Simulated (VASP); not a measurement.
# Cs (I4/mmm) in VASP: further runs, part 2 of 2

VASP 6.6.1. Earlier steps stand in the parts before.

## Step 3: Single point, PBE (strain +0.025 along x and y, -0.025 along z)

Contents of INCAR:

```
SYSTEM = Cs
ALGO = Fast ; EDIFF = 1E-6
ENCUT = 520 ; GGA = PE
ISIF = 2 ; ISMEAR = 0
LASPH = .True. ; LCHARG = .False.
LREAL = .False. ; LWAVE = .False.
NBANDS = 10 ; NELM = 60
PREC = Accurate ; SIGMA = 0.15
```

Contents of KPOINTS:

```
k-points
0
Gamma
  12 12 12
  0 0 0
```

Contents of POSCAR:

```
Cs
1.0
   -3.0980625000      3.0980625000      2.9469375000
    3.0980625000     -3.0980625000      2.9469375000
    3.0980625000      3.0980625000     -2.9469375000
Cs
1
Direct
    0.0000000000      0.0000000000      0.0000000000
```

Potentials or basis: VASP PAW PBE potentials, release 64 (Cs_sv).

Command:

```
$ cat potpaw_PBE.64/Cs_sv/POTCAR > POTCAR
$ mpirun -np 1 vasp_std > vasp.out
```

OUTCAR:

```text
SYSTEM = Cs
   EDIFF = 1E-6
   ENCUT = 520
   GGA = PE
   ISIF = 2
   ISMEAR = 0
   LASPH = .True.
   LREAL = .False.
   NELM = 60
   PREC = Accurate

 ion  position               nearest neighbor table
   1  0.000  0.000  0.000-

  LATTYP: Found a body centered tetragonal cell.
 ALAT       =     6.1961250000
 C/A-ratio  =     0.9512195122

  Lattice vectors:

 A1 = (  -3.0980625000,   3.0980625000,   2.9469375000)
 A2 = (   3.0980625000,  -3.0980625000,   2.9469375000)
 A3 = (   3.0980625000,   3.0980625000,  -2.9469375000)

Analysis of symmetry for initial positions (statically):
=====================================================================
 Subroutine PRICEL returns:
 Original cell was already a primitive cell.

 Routine SETGRP: Setting up the symmetry group for a
 body centered tetragonal supercell.

 Subroutine GETGRP returns: Found 16 space group operations
 (whereof 16 operations were pure point group operations)
 out of a pool of 16 trial point group operations.

The static configuration has the point symmetry D_4h.

Analysis of symmetry for dynamics (positions and initial velocities):
=====================================================================
 Subroutine PRICEL returns:
 Original cell was already a primitive cell.

 Routine SETGRP: Setting up the symmetry group for a
 body centered tetragonal supercell.

 Subroutine GETGRP returns: Found 16 space group operations
 (whereof 16 operations were pure point group operations)
 out of a pool of 16 trial point group operations.

The dynamic configuration has the point symmetry D_4h.

 Subroutine INISYM returns: Found 16 space group operations
 (whereof 16 operations are pure point group operations),
 and found     1 'primitive' translations

----------------------------------------------------------------------------------------

                                     Primitive cell

  volume of cell :     113.1387

[... 111 lines left out ...]
   GGA     = PE    functional components
   LHFCALC =     F    Hartree Fock is set to
   AEXX    =    0.0000 exact exchange contribution
   IVDW    =     0    specifies the selected vdW correction
   LEPSILON=     F    determine dielectric tensor
   LRPA    =     F    only Hartree local field effects (RPA)
 non-spin polarized calculation
 RMM-DIIS sequential band-by-band and
 Gauss-broadening in eV      SIGMA  =   0.15
  energy-cutoff  :      520.00
  volume of cell :      113.14
 maximum number of plane-waves:      3087
   NGX = 19   NGY = 19   NGZ = 19

 number of electron       8.9999999 magnetization

 Free energy of the ion-electron system (eV)
  ---------------------------------------------------
  ext. energy  EPLUGINS =         0.00000000
  ---------------------------------------------------
  free energy    TOTEN  =        -0.85620655 eV

  energy without entropy =       -0.84025830  energy(sigma->0) =       -0.84823243

 E-fermi :   0.4946     XC(G=0):  -5.4480

 val. band max:        0.4906572034   @ k =   0.5000   0.3333   0.0000
 cond. band min:       0.5008350700   @ k =   0.5000   0.2500   0.0000
 fundamental gap:      0.0101778666
 Fermi energy:         0.4946435253

 k-point     1 :       0.0000    0.0000    0.0000
  band No.  band energies     occupation
      1     -23.3533      2.00000
      2     -10.0941      2.00000
      3     -10.0941      2.00000
      4     -10.0935      2.00000
      5      -1.1997      2.00000
      6       2.8610      0.00000
      7       3.0766      0.00000
      8       3.0766      0.00000
      9       3.7115      0.00000
     10       4.0170      0.00000
[... 287 lines left out ...]
 k-point    24 :      -0.4167    0.1667    0.0000
  band No.  band energies     occupation
      1     -23.3472      2.00000
      2     -10.2033      2.00000
      3     -10.1376      2.00000
      4     -10.1045      2.00000
      5       0.0764      1.99992
      6       1.8317      0.00000
      7       2.1291      0.00000
      8       3.6643      0.00000
      9       4.0441      0.00000
     10       4.3604      0.00000

 [... further k-points ...]

------------------------ aborting loop because EDIFF is reached ----------------------------------------

  FORCE on cell =-STRESS in cart. coord.  units (eV):
  Direction    XX          YY          ZZ          XY          YZ          ZX
  --------------------------------------------------------------------------------------
  -------------------------------------------------------------------------------------
  Total        0.0347818      0.0347818      0.0495998      0.0000000      0.0000000      0.0000000
  in kB        0.4925518      0.4925518      0.7023910      0.0000000      0.0000000      0.0000000
  external PRESSURE =       0.5624982 kB  Pullay stress =       0.0000000 kB

 VOLUME and BASIS-vectors are now :
 -----------------------------------------------------------------------------
  energy-cutoff  :      520.00
  volume of cell :      113.14
      direct lattice vectors                 reciprocal lattice vectors
    -3.098062500  3.098062500  2.946937500     0.000000000  0.161391192  0.169667663
     3.098062500 -3.098062500  2.946937500     0.161391192  0.000000000  0.169667663
     3.098062500  3.098062500 -2.946937500     0.161391192  0.161391192  0.000000000

 POSITION                                       TOTAL-FORCE (eV/Angst)
 -----------------------------------------------------------------------------------
      0.00000      0.00000      0.00000        -0.000000     -0.000000     -0.000000
 -----------------------------------------------------------------------------------
    total drift:                               -0.000000     -0.000000     -0.000000

  FREE ENERGIE OF THE ION-ELECTRON SYSTEM (eV)
  ---------------------------------------------------
  free  energy   TOTEN  =        -0.8562065528 eV

  energy  without entropy=       -0.8402582983  energy(sigma->0) =       -0.84823243
```

It took 51 s on 1 thread of Intel Xeon 6975P-C (Granite Rapids), shared host; peak memory 0.34 GiB.

What came out:

| Quantity | Value |
| --- | --- |
| Free energy | -0.8562 eV |
| Pressure | 0.1 GPa |

Caveat: the cell differs from its parent crystal (strain +0.025 along x and y, -0.025 along z); spin-orbit coupling is left out, which moves the levels of the heavy elements.

## Step 4: Single point, PBE (strain +0.000 along x and y, +0.050 along z)

Contents of INCAR:

```
SYSTEM = Cs
PREC     = Accurate       ! precision mode
ENCUT    = 520            ! plane-wave cutoff, eV
EDIFF    = 1E-6           ! SCF threshold, eV
ISMEAR   = 0              ! smearing method
SIGMA    = 0.15           ! smearing width, eV
LREAL    = .FALSE.        ! projectors in reciprocal space
LASPH    = .TRUE.         ! aspherical terms in the spheres
NELM     = 60             ! most SCF steps
ALGO     = Fast           ! electronic algorithm
ISIF     = 2              ! what is computed and relaxed
LWAVE    = .FALSE.        ! write WAVECAR
LCHARG   = .FALSE.        ! write CHGCAR
GGA      = PE             ! functional
NBANDS   = 10             ! bands
```

Contents of KPOINTS:

```
Automatic mesh
0
G
  12 12 12
  0 0 0
```

Contents of POSCAR:

```
Cs
1.0
   -3.0225000000      3.0225000000      3.1736250000
    3.0225000000     -3.0225000000      3.1736250000
    3.0225000000      3.0225000000     -3.1736250000
Cs
1
Direct
    0.0000000000      0.0000000000      0.0000000000
```

Command:

```
$ cat potpaw_PBE.64/Cs_sv/POTCAR > POTCAR
$ mpirun -np 1 vasp_std > vasp.out
```

Wall time 67 s (1 thread of Intel Xeon 6975P-C (Granite Rapids), shared host); peak memory 0.35 GiB.

The run converged. Its results:

| Item | Value |
| --- | --- |
| Free energy | -0.8571 eV |
| Pressure | 0.0 GPa |

Levels at points of the mesh, in eV from the Fermi level:
| k point | band 2 | band 3 | band 4 | band 5 | band 6 | band 7 | band 8 | band 9 |
| --- | --- | --- | --- | --- | --- | --- | --- | --- |
| (0.00, 0.00, 0.00) | -10.61 | -10.61 | -10.61 | -1.67 | 2.43 | 2.43 | 2.62 | 3.20 |
| (0.50, 0.00, 0.00) | -10.74 | -10.65 | -10.61 | 0.02 | 0.83 | 1.72 | 3.08 | 3.77 |
| (0.50, 0.50, 0.00) | -10.74 | -10.65 | -10.61 | 0.08 | 0.93 | 1.51 | 3.32 | 3.89 |
| (0.50, 0.50, 0.50) | -10.71 | -10.70 | -10.70 | 0.61 | 0.70 | 2.73 | 3.12 | 3.12 |

Caveat: the cell differs from its parent crystal (strain +0.000 along x and y, +0.050 along z); spin-orbit coupling is left out, which moves the levels of the heavy elements.

## Step 5: Summary

```csv
cell,gap on the mesh (eV),pressure (GPa)
"a = 5.238 Å, angles 107.5, 107.5, 113.5°, 1 atom",none,0.1
"a = 5.280 Å, angles 108.1, 108.1, 112.1°, 1 atom",none,0.1
"a = 5.324 Å, angles 110.8, 110.8, 106.8°, 1 atom",none,0.0
```

Alike in all rows: task single point; level PBE; potentials or basis VASP PAW PBE potentials, release 64 (Cs_sv); no spin polarisation; k mesh 12 × 12 × 12; cutoff (eV) 520; smearing gaussian 0.15 eV.

Caveats: spin-orbit coupling is left out, which moves the levels of the heavy elements.

Absolute energies hang on the potentials; compare differences alone.
